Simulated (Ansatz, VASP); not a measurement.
Two plane-wave programs on Ta2N

```
Ta N
1.0
     3.13348    0.00000    0.00000
    -1.56674    2.71367    0.00000
     0.00000    0.00000    4.90209
Ta N
2 1
Direct
  0.33333 0.66667 0.25471
  0.66667 0.33333 0.74529
  0.00000 0.00000 0.00000
```

Alike in both runs: task single point; functional PBEsol; k mesh 10 × 10 × 6; occupations gaussian, width 0.1 eV; no spin polarisation; Hubbard terms Ta d U = 2.0 eV.

|  | VASP | Ansatz |
| --- | --- | --- |
| version | VASP 6.6.1 | Ansatz 0.2.0 |
| potentials or method | VASP PAW PBE potentials, release 64 (Ta_pv, N) | Ansatz PAW polarizable |
| plane-wave cutoff (eV) | 520 | 420 |
| valence electrons in the cell | 27 | 31 |

VASP gave:

```
gap on the k mesh at the Fermi level (eV)                     : none
pressure (GPa)                                                : -8.5
traceless stress, the component that is largest in VASP (GPa) : 1.57
rms of the force components (eV/Å)                            : 0.044
```

Question: Which values does Ansatz return?

Answer: gap on the k mesh at the Fermi level (eV): none; pressure (GPa): -17.4; traceless stress, the component that is largest in VASP (GPa): 0.39; rms of the force components (eV/Å): 0.201.

VASP's potentials were made for PBE, not for PBEsol. The programs project onto different local orbitals, so the same U acts differently, and such runs can settle in different states. Atom by atom the forces differ by 0.158 eV/Å (rms over components). A gap of «none» marks a metal or a gap that the smearing closes. VASP's potentials hold 27 valence electrons a cell and Ansatz's 31, so a difference there can come from the potentials and not from the codes.

Neither program's run includes spin-orbit coupling.
